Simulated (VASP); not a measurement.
# Pb (P6_3/mmc) in VASP: single point with r2SCAN

Aim: the single point of Pb with r2SCAN.

All numbers are computed with VASP 6.6.1; they aren't measurements. Logs are shortened: lines on timing, memory, paths and dates and some standing lists are left out, and cuts for length are marked.

### 1 The cell of the first run

It takes space group P6_3/mmc (No. 194, hexagonal). The conventional cell has a = 3.537 Å, b = 3.537 Å, c = 11.464 Å, α = 90.00°, β = 90.00°, γ = 120.00°. Pb (site symmetry -3m) has 12 Pb at 3.52 to 3.54 Å within 4.6 Å. Pb (site symmetry -6m2) has 12 Pb at 3.52 to 3.54 Å within 4.6 Å.

This isn't the form of Pb at room conditions, which is fcc.

### 2 Single point, r2SCAN

Input file POSCAR:

```
Pb
1.0
    3.5365717938      0.0000000000      0.0000000000
   -1.7682858969      3.0627610158      0.0000000000
    0.0000000000      0.0000000000     11.4637905623
Pb
4
Direct
    0.0000000000      0.0000000000      1.0000000000
    0.0000000000      0.0000000000      0.5000000000
    0.3333333333      0.6666666667      0.2500000000
    0.6666666667      0.3333333333      0.7500000000
```

Input file INCAR.step1:

```
SYSTEM = Pb
ALGO = Normal ; EDIFF = 1E-4
ENCUT = 520 ; GGA = PE
ISMEAR = -1 ; LASPH = .TRUE.
LCHARG = .FALSE. ; LREAL = .FALSE.
LWAVE = .TRUE. ; NBANDS = 36
NELM = 100 ; PREC = Accurate
SIGMA = 0.1
```

Input file INCAR.step2:

```
SYSTEM = Pb
ALGO = Normal ; EDIFF = 1E-6
ENCUT = 520 ; ISIF = 2
ISMEAR = -1 ; ISTART = 1
LASPH = .TRUE. ; LCHARG = .TRUE.
LELF = .TRUE. ; LMIXTAU = .TRUE.
LREAL = .FALSE. ; LVHAR = .TRUE.
LWAVE = .FALSE. ; METAGGA = R2SCAN
NBANDS = 36 ; NELM = 100
PREC = Accurate ; SIGMA = 0.1
```

Input file KPOINTS:

```
k-points
0
G
  14 14 4
  0 0 0
```

Potentials or basis: VASP PAW PBE potentials, release 64 (Pb_d).

Started as:

```bash
$ cat potpaw_PBE.64/Pb_d/POTCAR > POTCAR
$ cp INCAR.step1 INCAR
$ mpirun -np 1 vasp_std > vasp.out
$ cp INCAR.step2 INCAR
$ mpirun -np 1 vasp_std > vasp.out
```

OUTCAR:

```text
SYSTEM = Pb
   EDIFF = 1E-6
   ENCUT = 520
   ISIF = 2
   ISMEAR = -1
   ISTART = 1
   LASPH = .TRUE.
   LREAL = .FALSE.
   METAGGA = R2SCAN
   NELM = 100
   PREC = Accurate

 ion  position               nearest neighbor table
   1  0.000  0.000  0.000-   3 3.52   4 3.52   4 3.52   3 3.52   4 3.52   3 3.52
   2  0.000  0.000  0.500-   3 3.52   4 3.52   4 3.52   3 3.52   4 3.52   3 3.52
   3  0.333  0.667  0.250-   1 3.52   2 3.52   1 3.52   2 3.52   1 3.52   2 3.52
   4  0.667  0.333  0.750-   1 3.52   2 3.52   1 3.52   2 3.52   1 3.52   2 3.52

  LATTYP: Found a hexagonal cell.
 ALAT       =     3.5365717938
 C/A-ratio  =     3.2414980469

  Lattice vectors:

 A1 = (   3.5365717938,   0.0000000000,   0.0000000000)
 A2 = (  -1.7682858969,   3.0627610158,   0.0000000000)
 A3 = (   0.0000000000,   0.0000000000,  11.4637905623)

Analysis of symmetry for initial positions (statically):
=====================================================================
 Subroutine PRICEL returns:
 Original cell was already a primitive cell.

 Routine SETGRP: Setting up the symmetry group for a
 hexagonal supercell.

 Subroutine GETGRP returns: Found 24 space group operations
 (whereof 12 operations were pure point group operations)
 out of a pool of 24 trial point group operations.

The static configuration has the point symmetry D_3d.
 The point group associated with its full space group is D_6h.

Analysis of symmetry for dynamics (positions and initial velocities):
=====================================================================
 Subroutine PRICEL returns:
 Original cell was already a primitive cell.

 Routine SETGRP: Setting up the symmetry group for a
 hexagonal supercell.

 Subroutine GETGRP returns: Found 24 space group operations
 (whereof 12 operations were pure point group operations)
 out of a pool of 24 trial point group operations.

The dynamic configuration has the point symmetry D_3d.
 The point group associated with its full space group is D_6h.

 Subroutine INISYM returns: Found 24 space group operations
 (whereof 12 operations are pure point group operations),
 and found     1 'primitive' translations

----------------------------------------------------------------------------------------

                                     Primitive cell

  volume of cell :     124.1720

  direct lattice vectors                    reciprocal lattice vectors
     3.536571794  0.000000000  0.000000000     0.282759706  0.163251392  0.000000000
    -1.768285897  3.062761016  0.000000000     0.000000000  0.326502785  0.000000000
     0.000000000  0.000000000 11.463790562     0.000000000  0.000000000  0.087231182

  length of vectors
     3.536571794  3.536571794 11.463790562     0.326502785  0.326502785  0.087231182

  position of ions in fractional coordinates (direct lattice)
     0.000000000  0.000000000  0.000000000
     0.000000000  0.000000000  0.500000000
     0.333333333  0.666666667  0.250000000
     0.666666667  0.333333333  0.750000000

  ion indices of the primitive-cell ions
   primitive index   ion index
                 1           1
                 2           2
                 3           3
                 4           4

----------------------------------------------------------------------------------------

 KPOINTS: k-points

Automatic generation of k-mesh.
 Grid dimensions read from file:
 generate k-points for:   14   14    4

 Generating k-lattice:

  Cartesian coordinates                     Fractional coordinates (reciprocal lattice)
     0.020197122  0.011660814  0.000000000     0.071428571  0.000000000  0.000000000
     0.000000000  0.023321627  0.000000000     0.000000000  0.071428571  0.000000000
     0.000000000  0.000000000  0.021807795     0.000000000  0.000000000  0.250000000

  Length of vectors
     0.023321627  0.023321627  0.021807795

  Shift w.r.t. Gamma in fractional coordinates (k-lattice)
     0.000000000  0.000000000  0.000000000

 Subroutine IBZKPT returns following result:
 ===========================================

 Found     72 irreducible k-points:

 Following reciprocal coordinates:
            Coordinates               Weight
  0.000000  0.000000  0.000000      1.000000
  0.071429 -0.000000  0.000000      6.000000
  0.142857  0.000000  0.000000      6.000000
  0.214286  0.000000  0.000000      6.000000
  0.285714  0.000000  0.000000      6.000000
  0.357143  0.000000  0.000000      6.000000
[... 16 lines left out ...]
  0.285714  0.285714  0.000000      6.000000
  0.357143  0.285714  0.000000      6.000000
 [... further k-points ...]
   k-points           NKPTS =     72   k-points in BZ     NKDIM =     72   number of bands    NBANDS=     36
   number of dos      NEDOS =    301   number of ions     NIONS =      4
   total plane-waves  NPLWV =  70560
   dimension x,y,z NGX =    28 NGY =   28 NGZ =   90
   dimension x,y,z NGXF=    56 NGYF=   56 NGZF=  180
   ions per type =               4
   NGX,Y,Z   is equivalent  to a cutoff of  13.16, 13.16, 13.05 a.u.
   NGXF,Y,Z  is equivalent  to a cutoff of  26.32, 26.32, 26.10 a.u.
 SYSTEM =  Pb
   PREC   = accura    normal or accurate (medium, high low for compatibility)
   ISTART =      1    job   : 0-new  1-cont  2-samecut
   ICHARG =      0    charge: 1-file 2-atom 10-const
   ISPIN  =      1    spin polarized calculation?
   LNONCOLLINEAR =      F non collinear calculations
   LSORBIT =      F    spin-orbit coupling
   LASPH  =      T    aspherical Exc in radial PAW
   ENCUT  =  520.0 eV  38.22 Ry    6.18 a.u.   6.58  6.58 21.32*2*pi/ulx,y,z
   NELM   =    100;   NELMIN=  2; NELMDL=  0     # of ELM steps
   EDIFF  = 0.1E-05   stopping-criterion for ELM
   LREAL  =      F    real-space projection
   EDIFFG = 0.1E-04   stopping-criterion for IOM
   NSW    =      0    number of steps for IOM
   IBRION =     -1    ionic relax: 0-MD 1-quasi-New 2-CG
   NFREE  =      0    steps in history (QN), initial steepest desc. (CG)
   ISIF   =      2    stress and relaxation
   ISYM   =      2    0-nonsym 1-usesym 2-fastsym
   POTIM  = 0.5000    time-step for ionic-motion
   TEBEG  =    0.0;   TEEND  =   0.0 temperature during run
   PSTRESS=    0.0 pullay stress
   NELECT =      56.0000    total number of electrons
   NUPDOWN=      -1.0000    fix difference up-down
   EMIN   =  10.00;   EMAX   =-10.00  energy-range for DOS
   EFERMI =   0.00;   METHOD = LEGACY
   ISMEAR =    -1;   SIGMA  =   0.10  broadening in eV -4-tet -1-fermi 0-gaus
   EFERMI_NEDOS =   21; number of points for ismear=-14 and -15
   IALGO  =     38    algorithm
   IMIX   =      4    mixing-type and parameters
     AMIX     =   0.40;   BMIX     =  1.00
     AMIX_MAG =   1.60;   BMIX_MAG =  1.00
  volume/ion in A,a.u.               =      31.04       209.49
  Fermi-wavevector in a.u.,A,eV,Ry     =   1.255441  2.372439 21.444571  1.576132
  Thomas-Fermi vector in A             =   2.389197
   LORBIT       =      0    0 simple, 1 ext, 2 COOP (PROOUT), +10 PAW based schemes
   METAGGA = R2SCAN    functional components
   LHFCALC =     F    Hartree Fock is set to
   AEXX    =    0.0000 exact exchange contribution
   IVDW    =     0    specifies the selected vdW correction
   LEPSILON=     F    determine dielectric tensor
   LRPA    =     F    only Hartree local field effects (RPA)
 non-spin polarized calculation
  energy-cutoff  :      520.00
  volume of cell :      124.17
 maximum number of plane-waves:      3385
 NGX is ok and might be reduce to    28
   NGX = 13   NGY = 13   NGZ = 43

 number of electron      56.0000007 magnetization

 Free energy of the ion-electron system (eV)
  ---------------------------------------------------
  ext. energy  EPLUGINS =         0.00000000
  ---------------------------------------------------
  free energy    TOTEN  =      -225.13472611 eV

  energy without entropy =     -225.08174304  energy(sigma->0) =     -225.10823457

 E-fermi :   7.0020     XC(G=0): -10.7994

 val. band max:        6.9705109464   @ k =   0.2857   0.2857   0.5000
 cond. band min:       7.0062504173   @ k =   0.2857   0.2143   0.5000
 fundamental gap:      0.0357394709
 Fermi energy:         7.0020117236

 k-point     1 :       0.0000    0.0000    0.0000
  band No.  band energies     occupation
      1     -10.7756      2.00000
      2     -10.7584      2.00000
      3     -10.7479      2.00000
      4     -10.7479      2.00000
      5     -10.7460      2.00000
      6     -10.7422      2.00000
[... 28 lines left out ...]
     35      14.4010      0.00000
     36      14.6768      0.00000

 k-point     2 :       0.0714   -0.0000    0.0000
  band No.  band energies     occupation
      1     -10.7707      2.00000
      2     -10.7632      2.00000
      3     -10.7467      2.00000
      4     -10.7462      2.00000
      5     -10.7434      2.00000
      6     -10.7379      2.00000
[... 28 lines left out ...]
     35      14.5061      0.00000
     36      14.5546      0.00000

 k-point     3 :       0.1429    0.0000    0.0000
  band No.  band energies     occupation
      1     -10.7848      2.00000
      2     -10.7720      2.00000
      3     -10.7586      2.00000
      4     -10.7389      2.00000
      5     -10.7280      2.00000
      6     -10.7258      2.00000
[... 28 lines left out ...]
     35      14.1182      0.00000
     36      14.4437      0.00000

 k-point     4 :       0.2143    0.0000    0.0000
  band No.  band energies     occupation
      1     -10.8138      2.00000
      2     -10.7860      2.00000
      3     -10.7769      2.00000
      4     -10.7377      2.00000
      5     -10.7290      2.00000
      6     -10.7076      2.00000
[... 28 lines left out ...]
     35      13.3037      0.00000
     36      14.0390      0.00000

 k-point     5 :       0.2857    0.0000    0.0000
  band No.  band energies     occupation
      1     -10.8443      2.00000
      2     -10.8014      2.00000
      3     -10.7988      2.00000
      4     -10.7501      2.00000
      5     -10.7479      2.00000
      6     -10.7167      2.00000
[... 655 lines left out ...]
 k-point    22 :       0.3571    0.2143    0.0000
  band No.  band energies     occupation
      1     -10.8151      2.00000
      2     -10.8023      2.00000
      3     -10.7738      2.00000
      4     -10.7478      2.00000
      5     -10.7440      2.00000
      6     -10.7279      2.00000
[... 28 lines left out ...]
     35      10.7010      0.00000
     36      11.6808      0.00000

 k-point    23 :       0.2857    0.2857    0.0000
  band No.  band energies     occupation
      1     -10.8034      2.00000
      2     -10.7788      2.00000
      3     -10.7777      2.00000
      4     -10.7555      2.00000
      5     -10.7242      2.00000
      6     -10.7114      2.00000
[... 28 lines left out ...]
     35       9.9686      0.00000
     36      11.7505      0.00000

 k-point    24 :       0.3571    0.2857    0.0000
  band No.  band energies     occupation
      1     -10.7974      2.00000
      2     -10.7835      2.00000
      3     -10.7688      2.00000
      4     -10.7657      2.00000
      5     -10.7303      2.00000
      6     -10.7067      2.00000
[... 28 lines left out ...]
     35       9.9206      0.00000
     36      11.9622      0.00000

 [... further k-points ...]
[... 5 lines left out ...]
  --------------------------------------------------------------------------------------
  -------------------------------------------------------------------------------------
  Total       -0.1105126     -0.1105126      0.3590172     -0.0000000      0.0000000      0.0000000
  in kB       -1.4259314     -1.4259314      4.6323572     -0.0000000      0.0000000      0.0000000
  external PRESSURE =       0.5934981 kB  Pullay stress =       0.0000000 kB

 VOLUME and BASIS-vectors are now :
 -----------------------------------------------------------------------------
  energy-cutoff  :      520.00
  volume of cell :      124.17
      direct lattice vectors                 reciprocal lattice vectors
     3.536571794  0.000000000  0.000000000     0.282759706  0.163251392  0.000000000
    -1.768285897  3.062761016  0.000000000     0.000000000  0.326502785  0.000000000
     0.000000000  0.000000000 11.463790562     0.000000000  0.000000000  0.087231182

 POSITION                                       TOTAL-FORCE (eV/Angst)
 -----------------------------------------------------------------------------------
      0.00000      0.00000      0.00000         0.000000      0.000000      0.000000
      0.00000      0.00000      5.73190        -0.000000      0.000000      0.000000
     -0.00000      2.04184      2.86595        -0.000000      0.000000      0.000000
      1.76829      1.02092      8.59784         0.000000     -0.000000     -0.000000
 -----------------------------------------------------------------------------------
    total drift:                                0.000000     -0.000000      0.000000

  FREE ENERGIE OF THE ION-ELECTRON SYSTEM (eV)
  ---------------------------------------------------
  free  energy   TOTEN  =      -225.1347261071 eV

  energy  without entropy=     -225.0817430405  energy(sigma->0) =     -225.10823457
```

Run time: 30 min. Hardware: 1 thread of Oxide Virtual Turin-like, shared host; peak memory 0.39 GiB.

What came out:

| Item | Value |
| --- | --- |
| Free energy | -225.1347 eV |
| Pressure | 0.1 GPa |
| Band gap on the k mesh | zero (bands 28 and 29 overlap by 7.24 eV) |

Caveat: the PAW data sets were made with another functional, which shifts forces and pressure a little; spin-orbit coupling is left out, which moves the levels of the heavy elements.
